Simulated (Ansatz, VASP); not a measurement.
## Two plane-wave programs on Mg

```
Mg
1.0
     3.05030    0.00000    0.00000
    -1.52515    2.64164    0.00000
     0.00000    0.00000    3.04484
Mg
1
Direct
  0.00000 0.00000 0.00000
```

Alike in both runs: functional HSE06; k mesh 6 × 6 × 5; occupations fermi-dirac, width 0.05 eV; no spin polarisation.

|  | VASP | Ansatz |
| --- | --- | --- |
| version | VASP 6.6.1 | Ansatz 0.2.0 |
| potentials or method | VASP PAW PBE potentials, release 64 (Mg) | Ansatz PAW |
| plane-wave cutoff (eV) | 520 | 420 |
| valence electrons in the cell | 2 | 10 |
| task | single point | projected density of states |

|  | VASP | Ansatz | Ansatz less VASP |
| --- | --- | --- | --- |
| gap on the k mesh at the Fermi level (eV) | none | none | - |
| pressure (GPa) | 1.5 | 1.7 | +0.17 |
| traceless stress, the component that is largest in VASP (GPa) | 2.78 | 2.72 | -0.055 |

A gap of «none» marks a metal or a gap that the smearing closes. VASP's potentials hold 2 valence electrons a cell and Ansatz's 10, so a difference there can come from the potentials and not from the codes.

The k mesh is coarse, so the values compare programs but aren't converged.
